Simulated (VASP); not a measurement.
Write the native input for VASP 6.6.1 that does the following.

- Task: single point
- Functional: PBE
- Potentials or basis: VASP PAW PBE potentials, release 64 (Sn_d, O)
- Cutoff: 520 eV
- k mesh: 6 × 4 × 4
- Occupations: gaussian, width 0.1 eV
- Spin: no spin polarisation
- Dipole correction: no
- Further INCAR settings: ALGO = Normal; EDIFF = 1e-07; NBANDS = 28

The structure of SnO lies in POSCAR:

```
SnO
1.0
    3.8157810850      0.0000000000      0.0000000000
    0.0000000000      3.9226707916      0.0000000000
    0.0000000000      0.0000000000      5.0199304568
Sn O
2 2
Direct
    0.5000000000      0.0000000000      0.7693793882
    0.0000000000      0.5000000000      0.2306206118
    0.0000000000      0.0000000000      0.0044599657
    0.5000000000      0.5000000000      0.9955400343
```

The input as run:

INCAR

```
PREC = Accurate
ENCUT = 520
EDIFF = 1E-7
ISMEAR = 0
SIGMA = 0.1
LREAL = False
LASPH = True
NELM = 80
ALGO = Normal
ISIF = 2
LWAVE = False
LCHARG = False
GGA = PE
NBANDS = 28
```

KPOINTS

```
regular mesh
0
Gamma
  6 4 4
```

Potentials or basis: VASP PAW PBE potentials, release 64 (Sn_d, O).

Run with:

```sh
$ cat potpaw_PBE.64/Sn_d/POTCAR potpaw_PBE.64/O/POTCAR > POTCAR
$ mpirun -np 1 vasp_std > vasp.out
```

Results of the run:

| Quantity | Value |
| --- | --- |
| Pressure | 0.3 GPa |
| Largest force | 0.070 eV/Å |
| Band gap on the k mesh | 0.45 eV, indirect (least direct gap 1.95 eV) |

Caveat: spin-orbit coupling is left out, which moves the levels of the heavy elements.

It took 26 s on 1 thread of Intel(R) Xeon(R) 6975P-C (Granite Rapids), with other jobs on the host, peak memory 0.2 GiB.
